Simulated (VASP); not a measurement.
# GdN (P-6m2) in VASP: further runs, part 2 of 3

VASP 6.6.1. Earlier steps stand in the parts before.

## 3. Single point, LDA+U, collinear spin, ferromagnetic start

This run uses another cell than the first one, of 15.25 Å³/atom.

INCAR reads:

```
SYSTEM = GdN
PREC = Accurate
ENCUT = 520
EDIFF = 1E-7
ISMEAR = 0
SIGMA = 0.05
LREAL = .FALSE.
LASPH = .TRUE.
NELM = 150
ALGO = Normal
ISIF = 2
LWAVE = .FALSE.
LCHARG = .FALSE.
ISPIN = 2
MAGMOM = 7 0
LORBIT = 11
LMAXMIX = 6
LDAU = .TRUE.
LDAUTYPE = 2
LDAUL = 3 -1
LDAUU = 6 0
LDAUJ = 0 0
LDAUPRINT = 1
GGA = CA
NBANDS = 22
```

KPOINTS reads:

```
regular mesh
0
G
  5 5 4
  0 0 0
```

POSCAR reads:

```
GdN
1.0
    3.3044723029      0.0000000000      0.0000000000
   -1.6522361515      2.8617569604      0.0000000000
    0.0000000000      0.0000000000      3.2250012505
Gd N
1 1
Direct
    0.0000000000      0.0000000000      0.0000000000
    0.6666666667      0.3333333333      0.5000000000
```

Potentials or basis: VASP PAW PBE potentials, release 64 (Gd, N).

On the command line:

```console
cat potpaw_PBE.64/Gd/POTCAR potpaw_PBE.64/N/POTCAR > POTCAR
mpirun -np 1 vasp_std > vasp.out
```

OUTCAR:

```text
SYSTEM = GdN
   PREC = Accurate
   ENCUT = 520
   EDIFF = 1E-7
   ISMEAR = 0
   LREAL = .FALSE.
   LASPH = .TRUE.
   NELM = 150
   ISIF = 2
   ISPIN = 2
   LORBIT = 11
   GGA = CA

 ion  position               nearest neighbor table
   1  0.000  0.000  0.000-   2 2.50   2 2.50   2 2.50   2 2.50   2 2.50   2 2.50
   2  0.667  0.333  0.500-   1 2.50   1 2.50   1 2.50   1 2.50   1 2.50   1 2.50

  LATTYP: Found a hexagonal cell.
 ALAT       =     3.3044723029
 C/A-ratio  =     0.9759504559

  Lattice vectors:

 A1 = (   3.3044723029,   0.0000000000,   0.0000000000)
 A2 = (  -1.6522361515,   2.8617569604,   0.0000000000)
 A3 = (   0.0000000000,   0.0000000000,   3.2250012505)

Analysis of symmetry for initial positions (statically):
=====================================================================
 Subroutine PRICEL returns:
 Original cell was already a primitive cell.

 Routine SETGRP: Setting up the symmetry group for a
 hexagonal supercell.

 Subroutine GETGRP returns: Found 12 space group operations
 (whereof 12 operations were pure point group operations)
 out of a pool of 24 trial point group operations.

The static configuration has the point symmetry D_3h.

Analysis of symmetry for dynamics (positions and initial velocities):
=====================================================================
 Subroutine PRICEL returns:
 Original cell was already a primitive cell.

 Routine SETGRP: Setting up the symmetry group for a
 hexagonal supercell.

 Subroutine GETGRP returns: Found 12 space group operations
 (whereof 12 operations were pure point group operations)
 out of a pool of 24 trial point group operations.

The dynamic configuration has the point symmetry D_3h.

Analysis of structural, dynamic, and magnetic symmetry:
=====================================================================
 Subroutine PRICEL returns:
 Original cell was already a primitive cell.

 Routine SETGRP: Setting up the symmetry group for a
 hexagonal supercell.

[... 164 lines left out ...]
  o =  0.0045  v =  0.0000  0.0000  0.0000  0.0000  0.0000  0.0000  0.0000 -0.0000  0.0000 -0.0000  0.0000 -0.0000 -0.0000 -1.0000      0.0000  0.0000  0.0000  0.0000  0.0000  0.0000  0.0000  0.0000  0.0000  0.0000  0.0000  0.0000  0.0000  0.0000
  o =  0.0053  v =  0.0000  0.0000  0.0000  0.0000  0.0000  0.0000  0.0000  0.0000  0.0000  0.0000 -1.0000  0.0000 -0.0000 -0.0000      0.0000  0.0000  0.0000  0.0000  0.0000  0.0000  0.0000  0.0000  0.0000  0.0000  0.0000  0.0000  0.0000  0.0000
  o =  0.0077  v =  0.0000  0.0000  0.0000  0.0000  0.0000  0.0000  0.0000  0.0000 -0.0000  0.7925  0.0000  0.6098 -0.0000 -0.0000      0.0000  0.0000  0.0000  0.0000  0.0000  0.0000  0.0000  0.0000  0.0000  0.0000  0.0000  0.0000  0.0000  0.0000
  o =  0.0077  v =  0.0000  0.0000  0.0000  0.0000  0.0000  0.0000  0.0000  0.0000 -0.0000 -0.6098 -0.0000  0.7925  0.0000  0.0000      0.0000  0.0000  0.0000  0.0000  0.0000  0.0000  0.0000  0.0000  0.0000  0.0000  0.0000  0.0000  0.0000  0.0000
  o =  0.0121  v =  0.0000  0.0000  0.0000  0.0000  0.0000  0.0000  0.0000  0.0000 -0.9591  0.0000 -0.0000 -0.0000  0.2832 -0.0000      0.0000  0.0000  0.0000  0.0000  0.0000  0.0000  0.0000  0.0000  0.0000  0.0000  0.0000  0.0000  0.0000  0.0000
  o =  0.0121  v =  0.0000  0.0000  0.0000  0.0000  0.0000  0.0000  0.0000 -0.0000 -0.2832  0.0000 -0.0000 -0.0000 -0.9591 -0.0000      0.0000  0.0000  0.0000  0.0000  0.0000  0.0000  0.0000  0.0000  0.0000  0.0000  0.0000  0.0000  0.0000  0.0000
  o =  0.9891  v =  1.0000 -0.0000  0.0000  0.0000 -0.0000 -0.0000 -0.0000  0.0000  0.0000  0.0000  0.0000  0.0000  0.0000  0.0000      0.0000  0.0000  0.0000  0.0000  0.0000  0.0000  0.0000  0.0000  0.0000  0.0000  0.0000  0.0000  0.0000  0.0000
  o =  0.9894  v = -0.0000 -0.0000 -0.0000 -0.0000 -0.0000  0.0000 -1.0000  0.0000  0.0000  0.0000  0.0000  0.0000  0.0000  0.0000      0.0000  0.0000  0.0000  0.0000  0.0000  0.0000  0.0000  0.0000  0.0000  0.0000  0.0000  0.0000  0.0000  0.0000
  o =  0.9899  v = -0.0000 -0.0000 -0.0000  1.0000 -0.0000  0.0000 -0.0000  0.0000  0.0000  0.0000  0.0000  0.0000  0.0000  0.0000      0.0000  0.0000  0.0000  0.0000  0.0000  0.0000  0.0000  0.0000  0.0000  0.0000  0.0000  0.0000  0.0000  0.0000
  o =  0.9910  v = -0.0000  0.0000 -0.7938 -0.0000 -0.6082 -0.0000  0.0000  0.0000  0.0000  0.0000  0.0000  0.0000  0.0000  0.0000      0.0000  0.0000  0.0000  0.0000  0.0000  0.0000  0.0000  0.0000  0.0000  0.0000  0.0000  0.0000  0.0000  0.0000
  o =  0.9910  v = -0.0000 -0.0000  0.6082  0.0000 -0.7938  0.0000 -0.0000  0.0000  0.0000  0.0000  0.0000  0.0000  0.0000  0.0000      0.0000  0.0000  0.0000  0.0000  0.0000  0.0000  0.0000  0.0000  0.0000  0.0000  0.0000  0.0000  0.0000  0.0000
  o =  0.9936  v = -0.0000 -0.9979 -0.0000 -0.0000 -0.0000 -0.0645  0.0000  0.0000  0.0000  0.0000  0.0000  0.0000  0.0000  0.0000      0.0000  0.0000  0.0000  0.0000  0.0000  0.0000  0.0000  0.0000  0.0000  0.0000  0.0000  0.0000  0.0000  0.0000
  o =  0.9936  v =  0.0000 -0.0645 -0.0000 -0.0000 -0.0000  0.9979  0.0000  0.0000  0.0000  0.0000  0.0000  0.0000  0.0000  0.0000      0.0000  0.0000  0.0000  0.0000  0.0000  0.0000  0.0000  0.0000  0.0000  0.0000  0.0000  0.0000  0.0000  0.0000

 number of electron      23.0000002 magnetization       6.9960829

 Free energy of the ion-electron system (eV)
  ---------------------------------------------------
  ext. energy  EPLUGINS =         0.00000000
  ---------------------------------------------------
  free energy    TOTEN  =       -22.86161916 eV

  energy without entropy =      -22.86134914  energy(sigma->0) =      -22.86148415

 E-fermi :   3.8069     XC(G=0): -12.0326

 val. band max:        3.7411870215   @ k =   0.4000   0.0000   0.0000
 cond. band min:       3.8355079343   @ k =   0.0000   0.0000   0.0000
 fundamental gap:      0.0943209128
 Fermi energy:         3.8069224980

 spin component 1

 k-point     1 :       0.0000    0.0000    0.0000
  band No.  band energies     occupation
      1     -40.0809      1.00000
      2     -17.1311      1.00000
      3     -17.1311      1.00000
      4     -17.0860      1.00000
      5      -8.9543      1.00000
      6      -2.8586      1.00000
[... 364 lines left out ...]
     21      15.8846      0.00000
     22      16.5261      0.00000
 Fermi energy:         3.8069224980

 spin component 2

 k-point     1 :       0.0000    0.0000    0.0000
  band No.  band energies     occupation
      1     -37.2424      1.00000
      2     -14.9827      1.00000
      3     -14.9827      1.00000
      4     -14.9616      1.00000
      5      -8.9193      1.00000
      6       2.7053      1.00000
[... 364 lines left out ...]
     21      17.1738      0.00000
     22      17.6523      0.00000

------------------------ aborting loop because EDIFF is reached ----------------------------------------

  FORCE on cell =-STRESS in cart. coord.  units (eV):
  Direction    XX          YY          ZZ          XY          YZ          ZX
  --------------------------------------------------------------------------------------
  -------------------------------------------------------------------------------------
  Total        0.5910425      0.5910425     -4.8835286     -0.0000000     -0.0000000      0.0000000
  in kB       31.0502115     31.0502115   -256.5544573     -0.0000000     -0.0000000      0.0000000
  external PRESSURE =     -64.8180114 kB  Pullay stress =       0.0000000 kB

 VOLUME and BASIS-vectors are now :
 -----------------------------------------------------------------------------
  energy-cutoff  :      520.00
  volume of cell :       30.50
      direct lattice vectors                 reciprocal lattice vectors
     3.304472303  0.000000000  0.000000000     0.302620179  0.174717842  0.000000000
    -1.652236151  2.861756960  0.000000000     0.000000000  0.349435684  0.000000000
     0.000000000  0.000000000  3.225001251     0.000000000  0.000000000  0.310077399

 POSITION                                       TOTAL-FORCE (eV/Angst)
 -----------------------------------------------------------------------------------
      0.00000      0.00000      0.00000        -0.000000     -0.000000      0.000000
      1.65224      0.95392      1.61250         0.000000      0.000000      0.000000
 -----------------------------------------------------------------------------------
    total drift:                                0.000000     -0.000000      0.000000

  FREE ENERGIE OF THE ION-ELECTRON SYSTEM (eV)
  ---------------------------------------------------
  free  energy   TOTEN  =       -22.8616191567 eV

  energy  without entropy=      -22.8613491359  energy(sigma->0) =      -22.86148415

 total charge

# of ion       s       p       d       f       tot
--------------------------------------------------
    1        2.040   5.607   0.595   6.983  15.225
    2        1.226   2.385   0.000   0.000   3.611
--------------------------------------------------
tot          3.266   7.992   0.595   6.983  18.836

 magnetization (x)

# of ion       s       p       d       f       tot
--------------------------------------------------
    1        0.000  -0.060   0.067   6.880   6.887
    2       -0.007  -0.074   0.000   0.000  -0.082
--------------------------------------------------
tot         -0.007  -0.134   0.067   6.880   6.805
```

stdout:

```text
POSCAR found type information on POSCAR GdN
 POSCAR found :  2 types and       2 ions
 scaLAPACK will be used
 -----------------------------------------------------------------------------
|                                                                             |
|                                                                             |
|     You enforced a specific xc type in the INCAR file but a different       |
|     I HOPE YOU KNOW WHAT YOU ARE DOING!                                     |
|                                                                             |
 -----------------------------------------------------------------------------

 LDA part: xc-table for (Slater(with rela. corr.)+CA(PZ))
 , standard interpolation
 POSCAR, INCAR and KPOINTS ok, starting setup
 FFT: planning ... GRIDC
 FFT: planning ... GRID_SOFT
 FFT: planning ... GRID
 WAVECAR not read
 entering main loop
```

It took 20 s on 1 thread of AMD EPYC 9R45 (Zen 5), shared host; peak memory 0.13 GiB.

What came out:

- Free energy: -22.8616 eV
- Pressure: -6.5 GPa
- Band gap on the k mesh: 0.09 eV (least direct gap 0.10 eV)
- Net moment: 7.00 μB per cell
- Site moments: Gd +6.89; N -0.08 μB
- Valence electrons inside the program's atomic spheres: Gd 15.22; N 3.61

Stress tensor (GPa, compression positive):
```
  3.11   0.00   0.00
  0.00   3.11   0.00
  0.00   0.00 -25.66
```

Eigenvalues of the final occupation matrices:
| site | spin | trace | eigenvalues |
| --- | --- | --- | --- |
| site 1 f | 1 | 6.94 | 0.99 0.99 0.99 0.99 0.99 0.99 0.99 |
| site 1 f | 2 | 0.05 | 0.00 0.00 0.01 0.01 0.01 0.01 0.01 |

Caveat: the k points lie up to 0.49 Å⁻¹ apart; the PAW data sets were made with another functional, which shifts forces and pressure a little; spin-orbit coupling is left out, which moves the levels of the heavy elements; an odd mesh through Γ misses points on the zone boundary, where band edges can lie; a cell with one magnetic atom can't hold antiferromagnetic order, which such compounds often take. The state reached can hang on the start; a lower one may exist.

(Continued in part 3 of 3.)
